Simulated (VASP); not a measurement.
Wanted: the native input for a VASP 6.6.1 run.

```yaml
Task: single point
Functional: PBEsol
Potentials_or_basis: VASP PAW PBE potentials, release 64 (Sn_d, O)
Cutoff: 520 eV
k_mesh: 6 × 6 × 2
Occupations: fermi-dirac, width 0.02 eV
Spin: no spin polarisation
Dipole_correction: no
Further_INCAR_settings: ALGO = Normal; EDIFF = 1e-06; NBANDS = 35
```

The structure of SnO2 lies in POSCAR:

```
SnO2
1.0
    3.2305756200      0.0000000000      0.0000000000
   -1.6152878100      2.7977605500      0.0000000000
    0.0000000000      0.0000000000     10.7905620000
Sn O
2 4
Direct
    0.0000000000      0.0000000000      0.5000000000
    0.0000000000      0.0000000000      0.0000000000
    0.6666666700      0.3333333300      0.4058620000
    0.6666666700      0.3333333300      0.0941380000
    0.3333333300      0.6666666700      0.5941380000
    0.3333333300      0.6666666700      0.9058620000
```

The input as run:

INCAR

```
SYSTEM = SnO2
ALGO = Normal
EDIFF = 1E-6
ENCUT = 520
GGA = PS
ISIF = 2
ISMEAR = -1
LASPH = .True.
LCHARG = .False.
LREAL = .False.
LWAVE = .False.
NBANDS = 35
NELM = 60
PREC = Accurate
SIGMA = 0.02
```

KPOINTS

```
k-points
0
Gamma
  6 6 2
  0 0 0
```

Potentials or basis: VASP PAW PBE potentials, release 64 (Sn_d, O).

Command:

```bash
$ cat potpaw_PBE.64/Sn_d/POTCAR potpaw_PBE.64/O/POTCAR > POTCAR
$ mpirun -np 1 vasp_std > vasp.out
```

Results of the run:

```
Pressure               : -3.8 GPa
Largest force          : 0.335 eV/Å
Band gap on the k mesh : 2.07 eV (least direct gap 2.45 eV)
```

Caveat: the cell stands under tension; the PAW data sets were made with another functional, which shifts forces and pressure a little; spin-orbit coupling is left out, which moves the levels of the heavy elements.

Wall time 44 s on 1 thread of Intel(R) Xeon(R) Platinum 8259CL CPU @ 2.50GHz (Skylake/Cascade Lake), on a shared host, peak memory 0.21 GiB.
